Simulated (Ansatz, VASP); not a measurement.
Two plane-wave programs on GeSb2

```
Ge Sb
1.0
     5.77601    0.00000    0.00000
     0.00000    7.41350    0.00000
     0.00000    0.00000    3.93456
Ge Sb
2 4
Direct
  0.00000 0.00000 0.00000
  0.50000 0.50000 0.50000
  0.18132 0.36946 0.00000
  0.81868 0.63054 0.00000
  0.68132 0.13054 0.50000
  0.31868 0.86946 0.50000
```

Alike in both runs: functional PBE; k mesh 8 × 6 × 10; occupations gaussian, width 0.1 eV; no spin polarisation.

Ansatz relaxed the structure, and its values are those at the end. VASP's run is a single point on that final structure, the one shown.

|  | VASP | Ansatz |
| --- | --- | --- |
| version | VASP 6.6.1 | Ansatz 0.2.0 |
| potentials or method | VASP PAW PBE potentials, release 64 (Ge_d, Sb), cutoff 520 eV | scalar-relativistic, plane waves, PAW |
| valence electrons in the cell | 48 | 88 |

VASP gave:

```
gap on the k mesh at the Fermi level (eV) : none
pressure (GPa)                            : 0.0
rms of the force components (eV/Å)        : 0.009
```

Task: Estimate Ansatz's values.

Result: gap on the k mesh at the Fermi level (eV): none; pressure (GPa): 0.0; rms of the force components (eV/Å): 0.003.

A gap of «none» marks a metal or a gap that the smearing closes. VASP's potentials hold 48 valence electrons a cell and Ansatz's 88, so a difference there can come from the potentials and not from the codes.

Spin-orbit coupling is off throughout.
